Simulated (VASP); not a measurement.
## TiSi2: single point with PBE

The system is TiSi2.

```
CELL_PARAMETERS angstrom
-1.45297 1.68899 4.15516
1.45297 -1.68899 4.15516
1.45297 1.68899 -4.15516
ATOMIC_POSITIONS crystal
Ti 0.00000 0.00000 0.00000
Si 0.67008 0.67008 0.00000
Si 0.32992 0.32992 0.00000
```

This cell differs from its parent crystal: volume scaled by 0.96.

- Program: VASP 6.6.1
- Task: single point
- Functional: PBE
- Potentials or basis: VASP PAW PBE potentials, release 64 (Ti_sv, Si)
- Cutoff: 520 eV
- k mesh: 12 × 12 × 12
- Occupations: fermi-dirac, width 0.05 eV
- Spin: no spin polarisation

```json
{
 "Pressure": "6.4 GPa",
 "Largest force": "0.018 eV/Å",
 "Band gap on the k mesh": "zero (band 10 reaches 11.91 eV, above the bottom of band 11 at 9.46 eV)"
}
```

Forces in eV/Å, atoms in the order of the input:
```
Ti   0.000  0.000  0.000
Si   0.000  0.000  0.018
Si   0.000  0.000 -0.018
```

Stress tensor (GPa, compression positive):
```
6.60 0.00 0.00
0.00 6.53 0.00
0.00 0.00 6.09
```

Levels at points of the mesh, in eV from the Fermi level:
| k point | band 6 | band 7 | band 8 | band 9 | band 10 | band 11 | band 12 | band 13 | band 14 | band 15 |
| --- | --- | --- | --- | --- | --- | --- | --- | --- | --- | --- |
| (0.00, 0.00, 0.00) | -4.91 | -4.11 | -2.22 | -0.68 | 0.81 | 2.12 | 2.53 | 3.27 | 3.97 | 4.26 |
| (0.50, 0.00, 0.00) | -9.32 | -4.43 | -3.82 | -0.73 | 1.01 | 2.14 | 2.72 | 3.73 | 4.15 | 5.71 |
| (0.00, 0.50, 0.00) | -8.31 | -3.68 | -3.46 | -0.98 | -0.47 | 0.99 | 2.87 | 3.57 | 4.18 | 4.52 |
| (0.50, 0.50, 0.00) | -5.48 | -5.21 | -4.63 | -2.98 | -1.37 | -0.63 | 2.90 | 3.07 | 3.25 | 3.71 |
| (0.50, 0.50, 0.50) | -9.00 | -1.35 | -1.31 | -0.40 | 0.47 | 2.08 | 2.59 | 2.60 | 3.86 | 4.07 |

Wall time 5.6 min on 1 thread of Intel(R) Xeon(R) Platinum 8259CL CPU @ 2.50GHz (Skylake/Cascade Lake), with other jobs on the host, peak memory 0.34 GiB.
